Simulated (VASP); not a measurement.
A run of VASP 6.6.1 is set up as follows.

INCAR

```
SYSTEM = La2SiF2
PREC = Accurate
ENCUT = 520
EDIFF = 1E-6
ISMEAR = 0
SIGMA = 0.1
LREAL = .False.
LASPH = .True.
NELM = 80
ALGO = Normal
ISIF = 2
LWAVE = .False.
LCHARG = .False.
GGA = PE
NBANDS = 28
```

Contents of KPOINTS:

```
Automatic mesh
0
Gamma
  4 4 4
  0 0 0
```

POSCAR

```
La2SiF2
1.0
    4.3275390200      0.0000000000      0.0000000000
    0.0000000000      4.3275390200      0.0000000000
    0.0000000000      0.0000000000      5.8701792700
La Si F
2 1 2
Direct
    0.5000000000      0.5000000000      0.2399999900
    0.5000000000      0.5000000000      0.7600000100
    0.0000000000      0.0000000000      0.0000000000
    0.0000000000      0.5000000000      0.5000000000
    0.5000000000      0.0000000000      0.5000000000
```

Potentials or basis: VASP PAW PBE potentials, release 64 (La, Si, F).

The run is started by

```sh
$ cat potpaw_PBE.64/La/POTCAR potpaw_PBE.64/Si/POTCAR potpaw_PBE.64/F/POTCAR > POTCAR
$ mpirun -np 1 vasp_std > vasp.out
```

Problem. What does it give for the band gap on the k mesh?

Solution. Zero (band 20 reaches 6.78 eV, above the bottom of band 21 at 6.27 eV).

Problem. Predict the largest force.

Solution. 1.769 eV/Å.

Stress tensor (GPa, compression positive):
```
-13.32   0.00   0.00
  0.00 -13.32   0.00
  0.00   0.00  19.85
```

Caveat: the k points lie up to 0.36 Å⁻¹ apart; spin-orbit coupling is left out, which moves the levels of the heavy elements; forces of over 1 eV/Å act on the atoms, so gaps and moduli don't describe the material at rest.
